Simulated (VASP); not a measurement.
A run of VASP 6.6.1 is set up as follows.

Contents of POSCAR:

```
La2O3
1.0
    6.3546273616      0.0000000000      0.0000000000
   -3.1773136808      5.5032687268      0.0000000000
    0.0000000000      0.0000000000      3.2787452534
La O
2 3
Direct
    0.6666666667      0.3333333333      0.4999324951
    0.3333333333      0.6666666667      0.5000675049
    0.5001195446      0.0000000000      0.0000000000
    0.0000000000      0.5001195446      0.0000000000
    0.4998804554      0.4998804554      0.0000000000
```

INCAR.step1

```
SYSTEM = La2O3
ALGO = Normal
EDIFF = 1E-4
ENCUT = 520
GGA = PE
ISMEAR = -1
LASPH = .True.
LCHARG = .False.
LREAL = .False.
LWAVE = .True.
NBANDS = 28
NELM = 60
PREC = Accurate
SIGMA = 0.05
```

INCAR.step2

```
SYSTEM = La2O3
ALGO = Normal
EDIFF = 1E-7
ENCUT = 520
ISIF = 2
ISMEAR = -1
ISTART = 1
LASPH = .True.
LCHARG = .False.
LMIXTAU = .True.
LREAL = .False.
LWAVE = .False.
METAGGA = R2SCAN
NBANDS = 28
NELM = 60
PREC = Accurate
SIGMA = 0.05
```

File KPOINTS:

```
k-points
0
Gamma
  5 5 8
  0 0 0
```

Potentials or basis: VASP PAW PBE potentials, release 64 (La, O).

Command:

```console
$ cat potpaw_PBE.64/La/POTCAR potpaw_PBE.64/O/POTCAR > POTCAR
$ cp INCAR.step1 INCAR
$ mpirun -np 1 vasp_std > vasp.out
$ cp INCAR.step2 INCAR
$ mpirun -np 1 vasp_std > vasp.out
```

What does it give for the pressure?

-0.3 GPa.

Predict the band gap on the k mesh.

1.95 eV, indirect (least direct gap 2.43 eV).

Stress tensor (GPa, compression positive):
```
-0.29  0.00  0.00
 0.00 -0.29  0.00
 0.00  0.00 -0.41
```

Caveat: the PAW data sets were made with another functional, which shifts forces and pressure a little; spin-orbit coupling is left out, which moves the levels of the heavy elements. r2SCAN opens gaps a little over a GGA but as a rule still falls short of measured ones.
